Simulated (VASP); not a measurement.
# Al2Au (Fm-3m) in VASP: a series of runs

The runs below take Al2Au through single point, relaxation of cell and atoms, with LDA.

All numbers are computed with VASP 6.6.1; they aren't measurements. Logs are shortened: lines on timing, memory, paths and dates and some standing lists are left out, and cuts for length are marked.

## 1. The cell of the first run

It takes space group Fm-3m (No. 225, cubic). Conventional cell: a = 6.005 Å, b = 6.005 Å, c = 6.005 Å, α = 90.00°, β = 90.00°, γ = 90.00°. Within 3.4 Å of Al (site symmetry -43m) lie 4 Au at 2.60 Å and 6 Al at 3.00 Å. Within 3.4 Å of Au (site symmetry m-3m) lie 8 Al at 2.60 Å.

## 2. Single point, LDA

Input file INCAR:

```
ALGO = Normal ; EDIFF = 1E-6
ENCUT = 520 ; ISIF = 2
ISMEAR = 0 ; LASPH = True
LCHARG = False ; LREAL = False
LWAVE = False ; NBANDS = 16
NELM = 80 ; PREC = Accurate
SIGMA = 0.1
```

Input file KPOINTS:

```
k-points
0
Gamma
  6 6 6
```

Input file POSCAR:

```
Al2Au
1.0
    0.0000000000      3.0023346600      3.0023346600
    3.0023346600      0.0000000000      3.0023346600
    3.0023346600      3.0023346600      0.0000000000
Al Au
2 1
Direct
    0.2500000000      0.2500000000      0.2500000000
    0.7500000000      0.7500000000      0.7500000000
    0.0000000000      0.0000000000      0.0000000000
```

Potentials or basis: VASP PAW LDA potentials, release 64 (Al, Au).

The run is started by

```
$ cat potpaw_LDA.64/Al/POTCAR potpaw_LDA.64/Au/POTCAR > POTCAR
$ mpirun -np 1 vasp_std > vasp.out
```

OUTCAR:

```text
EDIFF = 1E-6
   ENCUT = 520
   ISIF = 2
   ISMEAR = 0
   LASPH = True
   LREAL = False
   NELM = 80
   PREC = Accurate

 ion  position               nearest neighbor table
   1  0.250  0.250  0.250-   3 2.60   3 2.60   3 2.60   3 2.60   2 3.00   2 3.00   2 3.00   2 3.00
                             2 3.00   2 3.00
   2  0.750  0.750  0.750-   3 2.60   3 2.60   3 2.60   3 2.60   1 3.00   1 3.00   1 3.00   1 3.00
                             1 3.00   1 3.00
   3  0.000  0.000  0.000-   2 2.60   2 2.60   2 2.60   1 2.60   2 2.60   1 2.60   1 2.60   1 2.60

  LATTYP: Found a face centered cubic cell.
 ALAT       =     6.0046693200

  Lattice vectors:

 A1 = (   0.0000000000,   3.0023346600,   3.0023346600)
 A2 = (   3.0023346600,   0.0000000000,   3.0023346600)
 A3 = (   3.0023346600,   3.0023346600,   0.0000000000)

Analysis of symmetry for initial positions (statically):
=====================================================================
 Subroutine PRICEL returns:
 Original cell was already a primitive cell.

 Routine SETGRP: Setting up the symmetry group for a
 face centered cubic supercell.

 Subroutine GETGRP returns: Found 48 space group operations
 (whereof 48 operations were pure point group operations)
 out of a pool of 48 trial point group operations.

The static configuration has the point symmetry O_h .

Analysis of symmetry for dynamics (positions and initial velocities):
=====================================================================
 Subroutine PRICEL returns:
 Original cell was already a primitive cell.

 Routine SETGRP: Setting up the symmetry group for a
 face centered cubic supercell.

 Subroutine GETGRP returns: Found 48 space group operations
 (whereof 48 operations were pure point group operations)
 out of a pool of 48 trial point group operations.

The dynamic configuration has the point symmetry O_h .

 Subroutine INISYM returns: Found 48 space group operations
 (whereof 48 operations are pure point group operations),
 and found     1 'primitive' translations

----------------------------------------------------------------------------------------

                                     Primitive cell

  volume of cell :      54.1262

  direct lattice vectors                    reciprocal lattice vectors
     0.000000000  3.002334660  3.002334660    -0.166537064  0.166537064  0.166537064
     3.002334660  0.000000000  3.002334660     0.166537064 -0.166537064  0.166537064
     3.002334660  3.002334660  0.000000000     0.166537064  0.166537064 -0.166537064

  length of vectors
     4.245942395  4.245942395  4.245942395     0.288450657  0.288450657  0.288450657

  position of ions in fractional coordinates (direct lattice)
     0.250000000  0.250000000  0.250000000
     0.750000000  0.750000000  0.750000000
     0.000000000  0.000000000  0.000000000

  ion indices of the primitive-cell ions
   primitive index   ion index
                 1           1
                 2           2
                 3           3

----------------------------------------------------------------------------------------

 KPOINTS: k-points

Automatic generation of k-mesh.
 Grid dimensions read from file:
 generate k-points for:    6    6    6

 Generating k-lattice:

  Cartesian coordinates                     Fractional coordinates (reciprocal lattice)
    -0.027756177  0.027756177  0.027756177     0.166666667  0.000000000  0.000000000
     0.027756177 -0.027756177  0.027756177     0.000000000  0.166666667  0.000000000
     0.027756177  0.027756177 -0.027756177     0.000000000  0.000000000  0.166666667

  Length of vectors
     0.048075109  0.048075109  0.048075109

  Shift w.r.t. Gamma in fractional coordinates (k-lattice)
     0.000000000  0.000000000  0.000000000

 Subroutine IBZKPT returns following result:
 ===========================================

 Found     16 irreducible k-points:

 Following reciprocal coordinates:
            Coordinates               Weight
  0.000000  0.000000  0.000000      1.000000
  0.166667  0.000000  0.000000      8.000000
  0.333333  0.000000  0.000000      8.000000
  0.500000  0.000000  0.000000      4.000000
  0.166667  0.166667  0.000000      6.000000
  0.333333  0.166667  0.000000     24.000000
[... 8 lines left out ...]
 -0.333333  0.333333  0.166667     24.000000
 -0.333333  0.500000  0.166667     12.000000
   k-points           NKPTS =     16   k-points in BZ     NKDIM =     16   number of bands    NBANDS=     16
   number of dos      NEDOS =    301   number of ions     NIONS =      3
   total plane-waves  NPLWV =  32768
   dimension x,y,z NGX =    32 NGY =   32 NGZ =   32
   dimension x,y,z NGXF=    64 NGYF=   64 NGZF=   64
   ions per type =               2   1
   NGX,Y,Z   is equivalent  to a cutoff of  12.53, 12.53, 12.53 a.u.
   NGXF,Y,Z  is equivalent  to a cutoff of  25.06, 25.06, 25.06 a.u.
 SYSTEM =  unknown system
   PREC   = accura    normal or accurate (medium, high low for compatibility)
   ISTART =      0    job   : 0-new  1-cont  2-samecut
   ICHARG =      2    charge: 1-file 2-atom 10-const
   ISPIN  =      1    spin polarized calculation?
   LNONCOLLINEAR =      F non collinear calculations
   LSORBIT =      F    spin-orbit coupling
   LASPH  =      T    aspherical Exc in radial PAW
   ENCUT  =  520.0 eV  38.22 Ry    6.18 a.u.   7.89  7.89  7.89*2*pi/ulx,y,z
   NELM   =     80;   NELMIN=  2; NELMDL= -5     # of ELM steps
   EDIFF  = 0.1E-05   stopping-criterion for ELM
   LREAL  =      F    real-space projection
   EDIFFG = 0.1E-04   stopping-criterion for IOM
   NSW    =      0    number of steps for IOM
   IBRION =     -1    ionic relax: 0-MD 1-quasi-New 2-CG
   NFREE  =      0    steps in history (QN), initial steepest desc. (CG)
   ISIF   =      2    stress and relaxation
   ISYM   =      2    0-nonsym 1-usesym 2-fastsym
   POTIM  = 0.5000    time-step for ionic-motion
   TEBEG  =    0.0;   TEEND  =   0.0 temperature during run
   PSTRESS=    0.0 pullay stress
   NELECT =      17.0000    total number of electrons
   NUPDOWN=      -1.0000    fix difference up-down
   EMIN   =  10.00;   EMAX   =-10.00  energy-range for DOS
   EFERMI =   0.00;   METHOD = LEGACY
   ISMEAR =     0;   SIGMA  =   0.10  broadening in eV -4-tet -1-fermi 0-gaus
   EFERMI_NEDOS =   21; number of points for ismear=-14 and -15
   IALGO  =     38    algorithm
   IMIX   =      4    mixing-type and parameters
     AMIX     =   0.40;   BMIX     =  1.00
     AMIX_MAG =   1.60;   BMIX_MAG =  1.00
  volume/ion in A,a.u.               =      18.04       121.75
  Fermi-wavevector in a.u.,A,eV,Ry     =   1.112813  2.102911 16.848801  1.238352
  Thomas-Fermi vector in A             =   2.249391
   LORBIT       =      0    0 simple, 1 ext, 2 COOP (PROOUT), +10 PAW based schemes
   GGA     = CA    functional components
   LHFCALC =     F    Hartree Fock is set to
   AEXX    =    0.0000 exact exchange contribution
   IVDW    =     0    specifies the selected vdW correction
   LEPSILON=     F    determine dielectric tensor
   LRPA    =     F    only Hartree local field effects (RPA)
 non-spin polarized calculation
 Gauss-broadening in eV      SIGMA  =   0.10
  energy-cutoff  :      520.00
  volume of cell :       54.13
 maximum number of plane-waves:      1470
   NGX = 15   NGY = 15   NGZ = 15

 number of electron      17.0000001 magnetization

 Free energy of the ion-electron system (eV)
  ---------------------------------------------------
  ext. energy  EPLUGINS =         0.00000000
  ---------------------------------------------------
  free energy    TOTEN  =       -14.28296713 eV

  energy without entropy =      -14.27476858  energy(sigma->0) =      -14.27886786

 E-fermi :   7.4440     XC(G=0): -10.7057

 val. band max:        7.4234135419   @ k =   0.3333   0.1667   0.0000
 cond. band min:       7.9312229092   @ k =   0.5000   0.0000   0.0000
 fundamental gap:      0.5078093674
 Fermi energy:         7.4440062204

 k-point     1 :       0.0000    0.0000    0.0000
  band No.  band energies     occupation
      1      -2.9594      2.00000
      2       0.9567      2.00000
      3       0.9567      2.00000
      4       0.9567      2.00000
      5       1.9197      2.00000
      6       1.9197      2.00000
[... 8 lines left out ...]
     15      13.2587      0.00000
     16      13.2587      0.00000

 k-point     2 :       0.1667    0.0000    0.0000
  band No.  band energies     occupation
      1      -2.6006      2.00000
      2       0.8491      2.00000
      3       1.0400      2.00000
      4       1.0400      2.00000
      5       1.9072      2.00000
      6       1.9072      2.00000
[... 8 lines left out ...]
     15      13.0353      0.00000
     16      13.2163      0.00000

 k-point     3 :       0.3333    0.0000    0.0000
  band No.  band energies     occupation
      1      -1.6433      2.00000
      2       0.7436      2.00000
      3       1.1667      2.00000
      4       1.1667      2.00000
      5       1.9571      2.00000
      6       1.9571      2.00000
[... 8 lines left out ...]
     15      14.9046      0.00000
     16      14.9601      0.00000

 k-point     4 :       0.5000    0.0000    0.0000
  band No.  band energies     occupation
      1      -0.9289      2.00000
      2       1.1283      2.00000
      3       1.1993      2.00000
      4       1.1993      2.00000
      5       2.0351      2.00000
      6       2.0351      2.00000
[... 8 lines left out ...]
     15      16.3871      0.00000
     16      17.2664      0.00000
[... 172 lines left out ...]
 k-point    14 :       0.5000    0.3333    0.1667
  band No.  band energies     occupation
      1      -0.7511      2.00000
      2       0.4826      2.00000
      3       1.2432      2.00000
      4       1.4883      2.00000
      5       1.8497      2.00000
      6       2.0580      2.00000
[... 8 lines left out ...]
     15      15.8824      0.00000
     16      17.0707      0.00000

 k-point    15 :      -0.3333    0.3333    0.1667
  band No.  band energies     occupation
      1      -0.0401      2.00000
      2       0.5984      2.00000
      3       1.2908      2.00000
      4       1.5779      2.00000
      5       1.6703      2.00000
      6       2.1543      2.00000
[... 8 lines left out ...]
     15      16.1622      0.00000
     16      18.3078      0.00000

 k-point    16 :      -0.3333    0.5000    0.1667
  band No.  band energies     occupation
      1       0.3646      2.00000
      2       0.7509      2.00000
      3       0.8640      2.00000
      4       1.7566      2.00000
      5       1.7753      2.00000
      6       2.3671      2.00000
[... 8 lines left out ...]
     15      18.0757      0.00000
     16      18.4759      0.00000

------------------------ aborting loop because EDIFF is reached ----------------------------------------

  FORCE on cell =-STRESS in cart. coord.  units (eV):
  Direction    XX          YY          ZZ          XY          YZ          ZX
  --------------------------------------------------------------------------------------
  -------------------------------------------------------------------------------------
  Total       -0.8620006     -0.8620006     -0.8620006     -0.0000000      0.0000000     -0.0000000
  in kB      -25.5158990    -25.5158990    -25.5158990     -0.0000000      0.0000000     -0.0000000
  external PRESSURE =     -25.5158990 kB  Pullay stress =       0.0000000 kB

 VOLUME and BASIS-vectors are now :
 -----------------------------------------------------------------------------
  energy-cutoff  :      520.00
  volume of cell :       54.13
      direct lattice vectors                 reciprocal lattice vectors
     0.000000000  3.002334660  3.002334660    -0.166537064  0.166537064  0.166537064
     3.002334660  0.000000000  3.002334660     0.166537064 -0.166537064  0.166537064
     3.002334660  3.002334660  0.000000000     0.166537064  0.166537064 -0.166537064

 POSITION                                       TOTAL-FORCE (eV/Angst)
 -----------------------------------------------------------------------------------
      1.50117      1.50117      1.50117         0.000000      0.000000     -0.000000
      4.50350      4.50350      4.50350        -0.000000     -0.000000      0.000000
      0.00000      0.00000      0.00000        -0.000000      0.000000      0.000000
 -----------------------------------------------------------------------------------
    total drift:                                0.000000     -0.000000      0.000000

  FREE ENERGIE OF THE ION-ELECTRON SYSTEM (eV)
  ---------------------------------------------------
  free  energy   TOTEN  =       -14.2829671310 eV

  energy  without entropy=      -14.2747685843  energy(sigma->0) =      -14.27886786
```

Wall time 12 s (1 thread of Intel Xeon Platinum 8488C (Sapphire Rapids), shared host); peak memory 0.15 GiB.

What came out:

```yaml
Free_energy: -14.2830 eV
Pressure: -2.6 GPa
Band_gap_on_the_k_mesh: zero (an odd number of electrons rules out a gap without spin polarisation)
```

Caveat: spin-orbit coupling is left out, which moves the levels of the heavy elements.

## 3. Single point, LDA

This run uses another cell than the first one, of 17.60 Å³/atom.

Input file INCAR:

```
ALGO = Fast
EDIFF = 1E-6
ENCUT = 520
GGA = CA
ISIF = 2
ISMEAR = 0
LASPH = T
LCHARG = F
LREAL = F
LWAVE = F
NBANDS = 16
NELM = 80
PREC = Accurate
SIGMA = 0.1
```

Input file KPOINTS:

```
k-points
0
Gamma
  12 12 12
```

Input file POSCAR:

```
Al2Au
1.0
    0.0000000000      2.9777949441      2.9777949441
    2.9777949441      0.0000000000      2.9777949441
    2.9777949441      2.9777949441      0.0000000000
Al Au
2 1
Direct
    0.2500000000      0.2500000000      0.2500000000
    0.7500000000      0.7500000000      0.7500000000
    0.0000000000      0.0000000000      0.0000000000
```

Potentials or basis: VASP PAW LDA potentials, release 64 (Al, Au).

The run is started by

```
$ cat potpaw_LDA.64/Al/POTCAR potpaw_LDA.64/Au/POTCAR > POTCAR
$ mpirun -np 1 vasp_std > vasp.out
```

It took 46 s on 1 thread of Intel Xeon Platinum 8488C (Sapphire Rapids), shared host; peak memory 0.19 GiB.

Results (log left out):

| Item | Value |
| --- | --- |
| Free energy | -14.2913 eV |
| Pressure | 0.3 GPa |
| Band gap on the k mesh | zero (an odd number of electrons rules out a gap without spin polarisation) |

Levels at points of the mesh, in eV from the Fermi level:
| k point | band 6 | band 7 | band 8 | band 9 | band 10 | band 11 | band 12 | band 13 |
| --- | --- | --- | --- | --- | --- | --- | --- | --- |
| (0.00, 0.00, 0.00) | -5.77 | 2.26 | 2.95 | 2.95 | 2.95 | 4.00 | 4.00 | 4.00 |
| (0.50, 0.00, 0.00) | -5.65 | -5.58 | 0.34 | 0.34 | 3.26 | 3.70 | 3.89 | 3.89 |
| (0.50, 0.50, 0.00) | -5.45 | -5.13 | -2.16 | -2.16 | 1.34 | 2.09 | 7.68 | 9.89 |

Caveat: spin-orbit coupling is left out, which moves the levels of the heavy elements.

(Part 1 of 2 ends here.)
